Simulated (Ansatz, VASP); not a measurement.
**Two plane-wave programs on TiAl**

File INCAR:

```
SYSTEM = TiAl
  PREC = Accurate
  ENCUT = 520
  EDIFF = 1E-6
  ISMEAR = 0
  SIGMA = 0.15
  LREAL = .FALSE.
  LASPH = .TRUE.
  NELM = 60
  ALGO = Fast
  ISIF = 2
  LWAVE = .FALSE.
  LCHARG = .FALSE.
  NBANDS = 14
```

Contents of KPOINTS:

```
Automatic mesh
0
G
  16 16 16
  0 0 0
```

File POSCAR:

```
TiAl
1.0
    3.1809095539     -0.0759944262     -0.0759944262
   -0.0759944262      3.1809095539     -0.0759944262
   -0.0759944262     -0.0759944262      3.1809095539
Ti Al
1 1
Direct
    0.0000000000      0.0000000000      0.0000000000
    0.5000000000      0.5000000000      0.5000000000
```

Input for Ansatz:

```yaml
crystal:
  lattice:
    - [3.1809095539, -0.0759944262, -0.0759944262]
    - [-0.0759944262, 3.1809095539, -0.0759944262]
    - [-0.0759944262, -0.0759944262, 3.1809095539]
  atoms:
    - { symbol: Ti, position: [0.0, 0.0, 0.0] }
    - { symbol: Al, position: [0.5, 0.5, 0.5] }
basis:
  ecutwfc: 420
kpoints:
  mp_grid: { grid: [16, 16, 16] }
hamiltonian:
  xc: lda
scf:
  occupations: { method: gaussian, width: 0.15 }
output:
  forces: true
  stress: true
  eigenvalues: true
```

Alike in both runs: task single point; functional LDA; k mesh 16 × 16 × 16; occupations gaussian, width 0.15 eV; no spin polarisation.

```csv
,VASP,Ansatz
version,VASP 6.6.1,Ansatz 0.2.0
potentials or method,"VASP PAW LDA potentials, release 64 (Ti_sv, Al), cutoff 520 eV","scalar-relativistic, plane waves, PAW"
valence electrons in the cell,15,15
```

|  | VASP | Ansatz | Ansatz less VASP |
| --- | --- | --- | --- |
| gap on the k mesh at the Fermi level (eV) | none | none | - |
| pressure (GPa) | -5.0 | -5.1 | -0.13 |
| traceless stress, the component that is largest in VASP (GPa) | 4.40 | 4.39 | -0.005 |

LDA's correlation is that of Perdew and Zunger in VASP and of Perdew and Wang (1992) in Ansatz. A gap of «none» marks a metal or a gap that the smearing closes.
